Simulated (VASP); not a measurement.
# BIr12 in VASP: notebook, part 2 of 2

VASP 6.6.1.

**4. Single point, PBE**

The input, INCAR:

```
ALGO     = Normal         # electronic algorithm
EDIFF    = 1E-6           # SCF threshold, eV
ENCUT    = 420            # plane-wave cutoff, eV
GGA      = PE             # functional
GGA_COMPAT= False        
ISIF     = 2              # what is computed and relaxed
ISMEAR   = 0              # smearing method
LASPH    = True           # aspherical terms in the spheres
LCHARG   = False          # write CHGCAR
LREAL    = False          # projectors in reciprocal space
LWAVE    = False          # write WAVECAR
NBANDS   = 116            # bands
NELM     = 120            # most SCF steps
NELMDL   = -8           
PREC     = Accurate       # precision mode
SIGMA    = 0.05           # smearing width, eV
```

The input, KPOINTS:

```
k-points
0
Gamma
  4 4 1
```

The input, POSCAR:

```
BIr12
1.0
    5.4305800000      0.0000000000      0.0000000000
    2.7152900000      4.7030200000      0.0000000000
    0.0000000000      0.0000000000     15.4340500000
Ir B
12 1
Direct
    0.1666666312      0.1666667375      0.0647918077
    0.6666666312      0.1666667375      0.0647918077
    0.1666666312      0.6666667375      0.0647918077
    0.6666666312      0.6666667375      0.0647918077
   -0.1688529361      0.3338786567      0.2078193345
    0.3280433892      0.3359575337      0.2059508684
   -0.1688418306      0.8349498833      0.2078854222
    0.3318585129      0.8340681094      0.2053783032
    0.0035608468     -0.0017811959      0.3472316080
    0.4991094382      0.0088426160      0.3555850214
   -0.0032221807      0.5016474521      0.3554107963
    0.4990060488      0.4920755174      0.3556120396
    0.6253504175      0.6873234645      0.4391956097
```

Potentials or basis: VASP PAW PBE potentials, release 64 (Ir_sv_GW, B).

Launch:

```
$ cat potpaw_PBE.64/Ir_sv_GW/POTCAR potpaw_PBE.64/B/POTCAR > POTCAR
$ mpirun -np 1 vasp_std > vasp.out
```

OUTCAR:

```text
EDIFF = 1E-6
   ENCUT = 420
   GGA = PE
   ISIF = 2
   ISMEAR = 0
   LASPH = True
   LREAL = False
   NELM = 120
   NELMDL = -8
   PREC = Accurate

 ion  position               nearest neighbor table
   1  0.167  0.167  0.065-   8 2.67   6 2.68   5 2.71   3 2.72   3 2.72   4 2.72   4 2.72   2 2.72
                             2 2.72
   2  0.667  0.167  0.065-   6 2.70   5 2.70   7 2.70   4 2.72   3 2.72   4 2.72   3 2.72   1 2.72
                             1 2.72
[... 1413 lines left out ...]
  energy-cutoff  :      420.00
  volume of cell :      394.19
      direct lattice vectors                 reciprocal lattice vectors
     5.430580000  0.000000000  0.000000000     0.184142394 -0.106314666  0.000000000
     2.715290000  4.703020000  0.000000000     0.000000000  0.212629332  0.000000000
     0.000000000  0.000000000 15.434050000     0.000000000  0.000000000  0.064791808

 POSITION                                       TOTAL-FORCE (eV/Angst)
 -----------------------------------------------------------------------------------
      1.35764      0.78384      1.00000        -0.100896     -0.041892     -0.162513
      4.07293      0.78384      1.00000        -0.009306      0.003819     -0.046575
      2.71529      3.13535      1.00000        -0.015241      0.108116     -0.162010
      5.43058      3.13535      1.00000        -0.006203      0.005244      0.369894
      5.42019      1.57024      3.20749        -0.009210      0.009186     -0.009572
      2.69369      1.58002      3.17866         0.005241     -0.001799     -0.016188
      6.78080      3.92679      3.20851        -0.012693      0.003060     -0.018861
      4.06692      3.92264      3.16982        -0.014860      0.007706      0.039119
      2.72979      4.69464      5.35919        -0.048131      0.031352      0.008201
      2.73446      0.04159      5.48812        -0.084995      0.028852     -0.018061
      6.77520      2.35926      5.48543        -0.020549      0.007707      0.075325
      4.04602      2.31424      5.48853        -0.060940      0.058008     -0.020777
      5.26230      3.23250      6.77857         0.377782     -0.219358     -0.037983
 -----------------------------------------------------------------------------------
    total drift:                               -0.000212      0.000107      0.000413

  FREE ENERGIE OF THE ION-ELECTRON SYSTEM (eV)
  ---------------------------------------------------
  free  energy   TOTEN  =      -111.8055861072 eV

  energy  without entropy=     -111.7807712588  energy(sigma->0) =     -111.79317868
```

OSZICAR:

```text
N       E                     dE             d eps       ncg     rms          rms(c)
DAV:   1     0.220422579299E+04    0.22042E+04   -0.13546E+05  3240   0.148E+03
DAV:   2     0.372023132760E+02   -0.21670E+04   -0.21163E+04  2784   0.489E+02
DAV:   3    -0.123502900004E+03   -0.16071E+03   -0.15431E+03  2768   0.118E+02
DAV:   4    -0.130844589452E+03   -0.73417E+01   -0.70197E+01  3160   0.190E+01
[... 43 lines left out ...]
DAV:  48    -0.111805600566E+03    0.11216E-04   -0.48321E-06  2312   0.104E-02    0.724E-02
DAV:  49    -0.111805598842E+03    0.17248E-05   -0.20255E-06  1424   0.561E-03    0.630E-02
DAV:  50    -0.111805592956E+03    0.58858E-05   -0.30389E-06  1936   0.685E-03    0.491E-02
DAV:  51    -0.111805586646E+03    0.63093E-05   -0.80371E-06  2664   0.125E-02    0.243E-02
DAV:  52    -0.111805586107E+03    0.53930E-06   -0.12026E-06  1312   0.397E-03
   1 F= -.11180559E+03 E0= -.11179318E+03  d E =-.248148E-01
```

stdout:

```text
POSCAR found type information on POSCAR IrB
 POSCAR found :  2 types and      13 ions
 scaLAPACK will be used
 LDA part: xc-table for (Slater+PW92), standard interpolation
 POSCAR, INCAR and KPOINTS ok, starting setup
 FFT: planning ... GRIDC
 FFT: planning ... GRID_SOFT
 FFT: planning ... GRID
 WAVECAR not read
 entering main loop
```

It took 13 min on 1 thread of Intel Xeon 6975P-C (Granite Rapids), shared host; peak memory 0.51 GiB.

What came out:

| Quantity | Value |
| --- | --- |
| Free energy | -111.8056 eV |
| Largest force | 0.438 eV/Å |
| Band gap on the k mesh | zero (an odd number of electrons rules out a gap without spin polarisation) |

Forces on the atoms (eV/Å):
```
Ir  -0.101 -0.042 -0.163
Ir  -0.009  0.004 -0.047
Ir  -0.015  0.108 -0.162
Ir  -0.006  0.005  0.370
Ir  -0.009  0.009 -0.010
Ir   0.005 -0.002 -0.016
Ir  -0.013  0.003 -0.019
Ir  -0.015  0.008  0.039
Ir  -0.048  0.031  0.008
Ir  -0.085  0.029 -0.018
Ir  -0.021  0.008  0.075
Ir  -0.061  0.058 -0.021
B    0.378 -0.219 -0.038
```

Caveat: spin-orbit coupling is left out, which moves the levels of the heavy elements.

**5. Single point, PBE**

The input, INCAR:

```
SYSTEM = BIr12
ALGO     = Normal         ! electronic algorithm
EDIFF    = 1E-6           ! SCF threshold, eV
ENCUT    = 420            ! plane-wave cutoff, eV
GGA      = PE             ! functional
GGA_COMPAT= .False.      
ISIF     = 2              ! what is computed and relaxed
ISMEAR   = 0              ! smearing method
LASPH    = .True.         ! aspherical terms in the spheres
LCHARG   = .True.         ! write CHGCAR
LELF     = .True.         ! ELF
LREAL    = .False.        ! projectors in reciprocal space
LVHAR    = .True.       
LWAVE    = .False.        ! write WAVECAR
NBANDS   = 116            ! bands
NELM     = 120            ! most SCF steps
NELMDL   = -8           
PREC     = Accurate       ! precision mode
SIGMA    = 0.05           ! smearing width, eV
```

The input, KPOINTS:

```
k-points
0
Gamma
  4 4 1
  0 0 0
```

The input, POSCAR:

```
BIr12
1.0
    5.4305800000      0.0000000000      0.0000000000
    2.7152900000      4.7030200000      0.0000000000
    0.0000000000      0.0000000000     15.4340500000
Ir B
12 1
Direct
    0.1666666312      0.1666667375      0.0647918077
    0.6666666312      0.1666667375      0.0647918077
    0.1666666312      0.6666667375      0.0647918077
    0.6666666312      0.6666667375      0.0647918077
   -0.1680497029      0.3333700473      0.2083431763
    0.3274987799      0.3362284234      0.2068751235
   -0.1680198072      0.8346500759      0.2084049229
    0.3335632214      0.8332171668      0.2044192548
    0.0094761187     -0.0047537540      0.3475061309
    0.5065417025      0.0072702221      0.3559851108
   -0.0005247982      0.5002857738      0.3532127342
    0.5064829402      0.4862124762      0.3560241803
    0.5845860373      0.7076701779      0.4409514029
```

Potentials or basis: VASP PAW PBE potentials, release 64 (Ir_sv_GW, B).

Launch:

```
$ cat potpaw_PBE.64/Ir_sv_GW/POTCAR potpaw_PBE.64/B/POTCAR > POTCAR
$ mpirun -np 1 vasp_std > vasp.out
```

OUTCAR:

```text
SYSTEM = BIr12
   EDIFF = 1E-6
   ENCUT = 420
   GGA = PE
   ISIF = 2
   ISMEAR = 0
   LASPH = .True.
   LREAL = .False.
   NELM = 120
   NELMDL = -8
   PREC = Accurate

 ion  position               nearest neighbor table
   1  0.167  0.167  0.065-   8 2.67   6 2.69   3 2.72   3 2.72   4 2.72   4 2.72   2 2.72   2 2.72
                             5 2.72
   2  0.667  0.167  0.065-   5 2.71   7 2.71   6 2.71   4 2.72   3 2.72   4 2.72   3 2.72   1 2.72
                             1 2.72
[... 1412 lines left out ...]
 -----------------------------------------------------------------------------
  energy-cutoff  :      420.00
  volume of cell :      394.19
      direct lattice vectors                 reciprocal lattice vectors
     5.430580000  0.000000000  0.000000000     0.184142394 -0.106314666  0.000000000
     2.715290000  4.703020000  0.000000000     0.000000000  0.212629332  0.000000000
     0.000000000  0.000000000 15.434050000     0.000000000  0.000000000  0.064791808

 POSITION                                       TOTAL-FORCE (eV/Angst)
 -----------------------------------------------------------------------------------
      1.35764      0.78384      1.00000        -0.026887     -0.050784     -0.161365
      4.07293      0.78384      1.00000        -0.068942      0.038332     -0.006208
      2.71529      3.13535      1.00000         0.029435      0.048744     -0.160581
      5.43058      3.13535      1.00000        -0.026210      0.016700      0.303967
      5.42317      1.56785      3.21558        -0.009548      0.011669     -0.007189
      2.69147      1.58129      3.19292         0.000355      0.001449      0.009042
      6.78445      3.92538      3.21653        -0.015840      0.002384     -0.017179
      4.07387      3.91864      3.15502        -0.014154      0.007276      0.027760
      2.75384      4.68066      5.36343        -0.024380      0.017535     -0.001312
      2.77056      0.03419      5.49429        -0.053191      0.034703     -0.013102
      6.78615      2.35285      5.45150        -0.037839      0.018570      0.064005
      4.07070      2.28667      5.49489        -0.056031      0.023919     -0.021422
      5.09617      3.32819      6.80567         0.303232     -0.170495     -0.016415
 -----------------------------------------------------------------------------------
    total drift:                               -0.000064      0.000005     -0.000182

  FREE ENERGIE OF THE ION-ELECTRON SYSTEM (eV)
  ---------------------------------------------------
  free  energy   TOTEN  =      -111.7094270529 eV

  energy  without entropy=     -111.6876596657  energy(sigma->0) =     -111.69854336
```

It took 23 min on 1 thread of Intel Xeon 6975P-C (Granite Rapids), shared host; peak memory 0.46 GiB.

What came out:

| Item | Value |
| --- | --- |
| Free energy | -111.7094 eV |
| Largest force | 0.348 eV/Å |
| Band gap on the k mesh | zero (an odd number of electrons rules out a gap without spin polarisation) |

Forces on the atoms (eV/Å):
```
Ir  -0.027 -0.051 -0.161
Ir  -0.069  0.038 -0.006
Ir   0.029  0.049 -0.161
Ir  -0.026  0.017  0.304
Ir  -0.010  0.012 -0.007
Ir   0.000  0.001  0.009
Ir  -0.016  0.002 -0.017
Ir  -0.014  0.007  0.028
Ir  -0.024  0.018 -0.001
Ir  -0.053  0.035 -0.013
Ir  -0.038  0.019  0.064
Ir  -0.056  0.024 -0.021
B    0.303 -0.170 -0.016
```

Levels at points of the mesh, in eV from the Fermi level:
| k point | band 101 | band 102 | band 103 | band 104 | band 105 | band 106 | band 107 | band 108 |
| --- | --- | --- | --- | --- | --- | --- | --- | --- |
| (0.00, 0.00, 0.00) | 0.39 | 0.54 | 0.57 | 0.57 | 0.65 | 0.84 | 1.05 | 1.08 |
| (0.50, 0.00, 0.00) | -0.96 | -0.73 | -0.63 | -0.54 | -0.45 | -0.28 | 0.08 | 0.32 |
| (0.50, 0.50, 0.00) | -0.96 | -0.86 | -0.65 | -0.49 | -0.42 | -0.32 | 0.04 | 0.25 |
| (0.00, 0.50, 0.00) | -0.96 | -0.86 | -0.65 | -0.49 | -0.42 | -0.32 | 0.04 | 0.25 |

Caveat: spin-orbit coupling is left out, which moves the levels of the heavy elements.

**6. Overview**

```tsv
potentials or basis	cell	cutoff (eV)	gap on the mesh (eV)	largest force (eV/Å)
VASP PAW PBE potentials, release 64 (Ir, B)	as given, atomic positions A	520	none	0.84
VASP PAW PBE potentials, release 64 (Ir, B)	as given, atomic positions B	520	none	0.80
VASP PAW PBE potentials, release 64 (Ir_sv_GW, B)	as given, atomic positions C	420	none	0.44
VASP PAW PBE potentials, release 64 (Ir_sv_GW, B)	as given, atomic positions D	420	none	0.35
```

Alike in all rows: task single point; level PBE; no spin polarisation; k mesh 4 × 4 × 1; smearing gaussian 0.05 eV.

Caveats: spin-orbit coupling is left out, which moves the levels of the heavy elements.

Absolute energies hang on the potentials; compare differences alone.
